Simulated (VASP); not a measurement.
# Zn2Cd3S5 (P1) in VASP: single point with PBE

Aim: the single point of Zn2Cd3S5 with PBE.

All numbers are computed with VASP 6.6.1; they aren't measurements. Logs are shortened: lines on timing, memory, paths and dates and some standing lists are left out, and cuts for length are marked.

### 1 The cell of the first run

The typed cell holds 10 atoms: a = 4.042 Å, b = 4.042 Å, c = 14.703 Å, α = 97.89°, β = 97.90°, γ = 89.98°.

### 2 Single point, PBE

INCAR reads:

```
  PREC = Accurate
  ENCUT = 520
  EDIFF = 1E-6
  ISMEAR = 0
  SIGMA = 0.1
  LREAL = F
  LASPH = T
  NELM = 80
  ALGO = Normal
  ISIF = 2
  LWAVE = F
  LCHARG = F
  GGA = PE
  NBANDS = 56
```

KPOINTS reads:

```
Automatic mesh
0
Gamma
  4 4 4
```

POSCAR reads:

```
Zn2Cd3S5
1.0
    0.0008316201     -4.0419291663      0.0003036472
    4.0422969041     -0.0007988630      0.0005369513
   -2.0198032114      2.0205798717     14.4228755118
Zn Cd S
2 3 5
Direct
    0.5442139287      0.0443610385      0.0886238490
    0.9558119548      0.4555838709      0.9113656151
    0.1422571917      0.6422601566      0.2846746941
    0.7500006950      0.2501653091      0.4999998122
    0.3578328662      0.8574226342      0.7153192920
    0.9118033696      0.9116687455      0.8233874225
    0.5000479678      0.5000804675      0.9999994337
    0.0881786866      0.0883532791      0.1766174093
    0.6960604734      0.6963813830      0.3923558049
    0.3037928660      0.3037231158      0.6076566672
```

Potentials or basis: VASP PAW PBE potentials, release 64 (Zn, Cd, S).

Run with:

```
$ cat potpaw_PBE.64/Zn/POTCAR potpaw_PBE.64/Cd/POTCAR potpaw_PBE.64/S/POTCAR > POTCAR
$ mpirun -np 1 vasp_std > vasp.out
```

OUTCAR:

```text
PREC = Accurate
   ENCUT = 520
   EDIFF = 1E-6
   ISMEAR = 0
   LREAL = F
   LASPH = T
   NELM = 80
   ISIF = 2
   GGA = PE

 ion  position               nearest neighbor table
   1  0.544  0.044  0.089-   8 2.39   8 2.39   7 2.39   7 2.39
   2  0.956  0.456  0.911-   6 2.39   6 2.39   7 2.39   7 2.39
   3  0.142  0.642  0.285-   9 2.55   9 2.55   8 2.55   8 2.55
   4  0.750  0.250  0.500-   9 2.55  10 2.55  10 2.55   9 2.55
   5  0.358  0.857  0.715-  10 2.55  10 2.55   6 2.55   6 2.55
   6  0.912  0.912  0.823-   2 2.39   2 2.39   5 2.55   5 2.55
   7  0.500  0.500  1.000-   2 2.39   1 2.39   2 2.39   1 2.39
   8  0.088  0.088  0.177-   1 2.39   1 2.39   3 2.55   3 2.55
   9  0.696  0.696  0.392-   4 2.55   3 2.55   4 2.55   3 2.55
  10  0.304  0.304  0.608-   4 2.55   4 2.55   5 2.55   5 2.55

  LATTYP: Found a triclinic cell.
 ALAT       =     4.0419292633
 B/A-ratio  =     1.4139926225
 C/A-ratio  =     3.6376485794
 COS(alpha) =     0.0000693414
 COS(beta)  =     0.1373798301
 COS(gamma) =     0.7069319621

  Lattice vectors:

 A1 = (   0.0008316201,  -4.0419291663,   0.0003036472)
 A2 = (  -4.0414652840,  -4.0411303033,  -0.0002333041)
 A3 = (   2.0198032114,  -2.0205798717, -14.4228755118)

Analysis of symmetry for initial positions (statically):
=====================================================================
 Subroutine PRICEL returns:
 Original cell was already a primitive cell.

 Routine SETGRP: Setting up the symmetry group for a
 triclinic supercell.

 Subroutine GETGRP returns: Found  1 space group operations
 (whereof  1 operations were pure point group operations)
 out of a pool of  2 trial point group operations.

The static configuration has the point symmetry C_1 .

Analysis of symmetry for dynamics (positions and initial velocities):
=====================================================================
 Subroutine PRICEL returns:
 Original cell was already a primitive cell.

 Routine SETGRP: Setting up the symmetry group for a
 triclinic supercell.

 Subroutine GETGRP returns: Found  1 space group operations
 (whereof  1 operations were pure point group operations)
 out of a pool of  2 trial point group operations.

The dynamic configuration has the point symmetry C_1 .

 Subroutine INISYM returns: Found  1 space group operations
 (whereof  1 operations are pure point group operations),
 and found     1 'primitive' translations

----------------------------------------------------------------------------------------

                                     Primitive cell

  volume of cell :     235.6576

  direct lattice vectors                    reciprocal lattice vectors
     0.000831620 -4.041929166  0.000303647    -0.000053496 -0.247404020  0.034652697
     4.042296904 -0.000798863  0.000536951     0.247379514  0.000053500  0.034635939
    -2.019803211  2.020579872 14.422875512    -0.000009209  0.000005207  0.069332283

  length of vectors
     4.041929263  4.042297019 14.703118243     0.249819057  0.249792464  0.069332283

  position of ions in fractional coordinates (direct lattice)
     0.544213929  0.044361038  0.088623849
     0.955811955  0.455583871  0.911365615
     0.142257192  0.642260157  0.284674694
     0.750000695  0.250165309  0.499999812
     0.357832866  0.857422634  0.715319292
     0.911803370  0.911668746  0.823387422
     0.500047968  0.500080467  0.999999434
     0.088178687  0.088353279  0.176617409
     0.696060473  0.696381383  0.392355805
     0.303792866  0.303723116  0.607656667

  ion indices of the primitive-cell ions
   primitive index   ion index
                 1           1
                 2           2
                 3           3
                 4           4
                 5           5
                 6           6
                 7           7
                 8           8
                 9           9
                10          10

----------------------------------------------------------------------------------------

 KPOINTS: Automatic mesh

Automatic generation of k-mesh.
 Grid dimensions read from file:
 generate k-points for:    4    4    4

 Generating k-lattice:

  Cartesian coordinates                     Fractional coordinates (reciprocal lattice)
    -0.000013374 -0.061851005  0.008663174     0.250000000 -0.000000000  0.000000000
     0.061844879  0.000013375  0.008658985     0.000000000  0.250000000 -0.000000000
    -0.000002302  0.000001302  0.017333071     0.000000000  0.000000000  0.250000000

  Length of vectors
     0.062454764  0.062448116  0.017333071

  Shift w.r.t. Gamma in fractional coordinates (k-lattice)
     0.000000000  0.000000000  0.000000000

 Subroutine IBZKPT returns following result:
 ===========================================

 Found     36 irreducible k-points:

 Following reciprocal coordinates:
            Coordinates               Weight
  0.000000  0.000000  0.000000      1.000000
  0.250000  0.000000  0.000000      2.000000
  0.500000  0.000000  0.000000      1.000000
  0.000000  0.250000  0.000000      2.000000
  0.250000  0.250000  0.000000      2.000000
  0.500000  0.250000  0.000000      2.000000
[... 16 lines left out ...]
 -0.000000 -0.250000  0.250000      2.000000
  0.250000 -0.250000  0.250000      2.000000
 [... further k-points ...]
   k-points           NKPTS =     36   k-points in BZ     NKDIM =     36   number of bands    NBANDS=     56
   number of dos      NEDOS =    301   number of ions     NIONS =     10
   total plane-waves  NPLWV = 100800
   dimension x,y,z NGX =    30 NGY =   30 NGZ =  112
   dimension x,y,z NGXF=    60 NGYF=   60 NGZF=  224
   ions per type =               2   3   5
   NGX,Y,Z   is equivalent  to a cutoff of  12.34, 12.34, 12.66 a.u.
   NGXF,Y,Z  is equivalent  to a cutoff of  24.68, 24.68, 25.33 a.u.
 SYSTEM =  unknown system
   PREC   = accura    normal or accurate (medium, high low for compatibility)
   ISTART =      0    job   : 0-new  1-cont  2-samecut
   ICHARG =      2    charge: 1-file 2-atom 10-const
   ISPIN  =      1    spin polarized calculation?
   LNONCOLLINEAR =      F non collinear calculations
   LSORBIT =      F    spin-orbit coupling
   LASPH  =      T    aspherical Exc in radial PAW
   ENCUT  =  520.0 eV  38.22 Ry    6.18 a.u.   7.52  7.52 27.34*2*pi/ulx,y,z
   NELM   =     80;   NELMIN=  2; NELMDL= -5     # of ELM steps
   EDIFF  = 0.1E-05   stopping-criterion for ELM
   LREAL  =      F    real-space projection
   EDIFFG = 0.1E-04   stopping-criterion for IOM
   NSW    =      0    number of steps for IOM
   IBRION =     -1    ionic relax: 0-MD 1-quasi-New 2-CG
   NFREE  =      0    steps in history (QN), initial steepest desc. (CG)
   ISIF   =      2    stress and relaxation
   ISYM   =      2    0-nonsym 1-usesym 2-fastsym
   POTIM  = 0.5000    time-step for ionic-motion
   TEBEG  =    0.0;   TEEND  =   0.0 temperature during run
   PSTRESS=    0.0 pullay stress
   NELECT =      90.0000    total number of electrons
   NUPDOWN=      -1.0000    fix difference up-down
   EMIN   =  10.00;   EMAX   =-10.00  energy-range for DOS
   EFERMI =   0.00;   METHOD = LEGACY
   ISMEAR =     0;   SIGMA  =   0.10  broadening in eV -4-tet -1-fermi 0-gaus
   EFERMI_NEDOS =   21; number of points for ismear=-14 and -15
   IALGO  =     38    algorithm
   IMIX   =      4    mixing-type and parameters
     AMIX     =   0.40;   BMIX     =  1.00
     AMIX_MAG =   1.60;   BMIX_MAG =  1.00
  volume/ion in A,a.u.               =      23.57       159.03
  Fermi-wavevector in a.u.,A,eV,Ry     =   1.187760  2.244540 19.194729  1.410773
  Thomas-Fermi vector in A             =   2.323904
   LORBIT       =      0    0 simple, 1 ext, 2 COOP (PROOUT), +10 PAW based schemes
   GGA     = PE    functional components
   LHFCALC =     F    Hartree Fock is set to
   AEXX    =    0.0000 exact exchange contribution
   IVDW    =     0    specifies the selected vdW correction
   LEPSILON=     F    determine dielectric tensor
   LRPA    =     F    only Hartree local field effects (RPA)
 non-spin polarized calculation
 Gauss-broadening in eV      SIGMA  =   0.10
  energy-cutoff  :      520.00
  volume of cell :      235.66
 maximum number of plane-waves:      6405
   NGX = 15   NGY = 15   NGZ = 55

 number of electron      89.9999963 magnetization

 Free energy of the ion-electron system (eV)
  ---------------------------------------------------
  ext. energy  EPLUGINS =         0.00000000
  ---------------------------------------------------
  free energy    TOTEN  =       -31.92278109 eV

  energy without entropy =      -31.92278109  energy(sigma->0) =      -31.92278109

 E-fermi :   1.7985     XC(G=0):  -9.1664

 val. band max:        1.3343802444   @ k =   0.0000   0.0000   0.0000
 cond. band min:       2.6117894092   @ k =   0.0000   0.0000   0.0000
 fundamental gap:      1.2774091647
 Fermi energy:         1.7984605793

 k-point     1 :       0.0000    0.0000    0.0000
  band No.  band energies     occupation
      1     -11.2461      2.00000
      2     -10.8320      2.00000
      3     -10.7977      2.00000
      4     -10.4832      2.00000
      5     -10.3505      2.00000
      6      -6.3364      2.00000
[... 48 lines left out ...]
     55       7.8423      0.00000
     56       7.8458      0.00000

 k-point     2 :       0.2500    0.0000    0.0000
  band No.  band energies     occupation
      1     -11.0273      2.00000
      2     -10.7254      2.00000
      3     -10.6599      2.00000
      4     -10.4689      2.00000
      5     -10.3684      2.00000
      6      -6.2879      2.00000
[... 48 lines left out ...]
     55       7.9065      0.00000
     56       8.1883      0.00000
[... 1237 lines left out ...]
     55       7.9061      0.00000
     56       8.1917      0.00000

 k-point    24 :       0.2500   -0.2500    0.2500
  band No.  band energies     occupation
      1     -10.8347      2.00000
      2     -10.6233      2.00000
      3     -10.5415      2.00000
      4     -10.4420      2.00000
      5     -10.3527      2.00000
      6      -6.2366      2.00000
[... 48 lines left out ...]
     55       7.6151      0.00000
     56       8.0541      0.00000

 [... further k-points ...]

------------------------ aborting loop because EDIFF is reached ----------------------------------------

  FORCE on cell =-STRESS in cart. coord.  units (eV):
  Direction    XX          YY          ZZ          XY          YZ          ZX
  --------------------------------------------------------------------------------------
  -------------------------------------------------------------------------------------
  Total        0.3439284      0.3526180      0.3605545      0.0078156      0.0032573     -0.0111779
  in kB        2.3382838      2.3973626      2.4513204      0.0531364      0.0221455     -0.0759959
  external PRESSURE =       2.3956556 kB  Pullay stress =       0.0000000 kB

 VOLUME and BASIS-vectors are now :
 -----------------------------------------------------------------------------
  energy-cutoff  :      520.00
  volume of cell :      235.66
      direct lattice vectors                 reciprocal lattice vectors
     0.000831620 -4.041929166  0.000303647    -0.000053496 -0.247404020  0.034652697
     4.042296904 -0.000798863  0.000536951     0.247379514  0.000053500  0.034635939
    -2.019803211  2.020579872 14.422875512    -0.000009209  0.000005207  0.069332283

 POSITION                                       TOTAL-FORCE (eV/Angst)
 -----------------------------------------------------------------------------------
      0.00077     -2.02064      1.27840         0.000913     -0.001348     -0.007090
      0.00162     -2.02220     13.14505        -0.000574      0.001803      0.007187
      2.02134     -0.00030      4.10622         0.000689     -0.000150      0.004163
      0.00196     -2.02136      7.21180        -0.000602      0.000026     -0.000120
      2.02145     -0.00166     10.31753         0.000581      0.000468     -0.004140
      2.02291     -2.02245     11.87638         0.000166      0.000163      0.019929
      0.00209     -0.00098     14.42329        -0.000540     -0.000014      0.000056
      0.00049      0.00039      2.54741        -0.000614     -0.000596     -0.019797
      2.02308     -2.02120      5.65948        -0.000299     -0.000202     -0.004349
      0.00064     -0.00033      8.76441         0.000280     -0.000152      0.004161
 -----------------------------------------------------------------------------------
    total drift:                               -0.000072     -0.000088     -0.000032

  FREE ENERGIE OF THE ION-ELECTRON SYSTEM (eV)
  ---------------------------------------------------
  free  energy   TOTEN  =       -31.9227810925 eV

  energy  without entropy=      -31.9227810925  energy(sigma->0) =      -31.92278109
```

Wall time 15 min (1 thread of AMD EPYC 7R43 (Zen 3), shared host); peak memory 0.49 GiB.

Results:

* Free energy: -31.9228 eV
* Pressure: 0.2 GPa
* Largest force: 0.020 eV/Å
* Band gap on the k mesh: 1.28 eV

Forces on the atoms (eV/Å):
```
Zn   0.001 -0.001 -0.007
Zn  -0.001  0.002  0.007
Cd   0.001  0.000  0.004
Cd  -0.001  0.000  0.000
Cd   0.001  0.000 -0.004
S    0.000  0.000  0.020
S   -0.001  0.000  0.000
S   -0.001 -0.001 -0.020
S    0.000  0.000 -0.004
S    0.000  0.000  0.004
```

Levels at points of the mesh, in eV from the valence-band top:
| k point | band 43 | band 44 | band 45 | band 46 | band 47 | band 48 |
| --- | --- | --- | --- | --- | --- | --- |
| (0.00, 0.00, 0.00) | -0.10 | 0.00 | 0.00 | 1.28 | 3.21 | 3.24 |
| (0.50, 0.00, 0.00) | -0.62 | -0.58 | -0.58 | 2.94 | 3.36 | 3.38 |
| (0.00, 0.50, 0.00) | -0.62 | -0.58 | -0.58 | 2.94 | 3.36 | 3.38 |
| (0.50, 0.50, 0.00) | -1.94 | -1.88 | -1.87 | 3.53 | 3.95 | 4.09 |
| (0.00, 0.00, 0.50) | -0.30 | -0.15 | -0.15 | 2.00 | 2.22 | 3.50 |
| (0.50, 0.00, 0.50) | -0.62 | -0.58 | -0.58 | 2.94 | 3.36 | 3.38 |
| (0.00, 0.50, 0.50) | -0.62 | -0.58 | -0.58 | 2.94 | 3.36 | 3.38 |
| (0.50, 0.50, 0.50) | -1.94 | -1.88 | -1.87 | 3.53 | 3.95 | 4.09 |
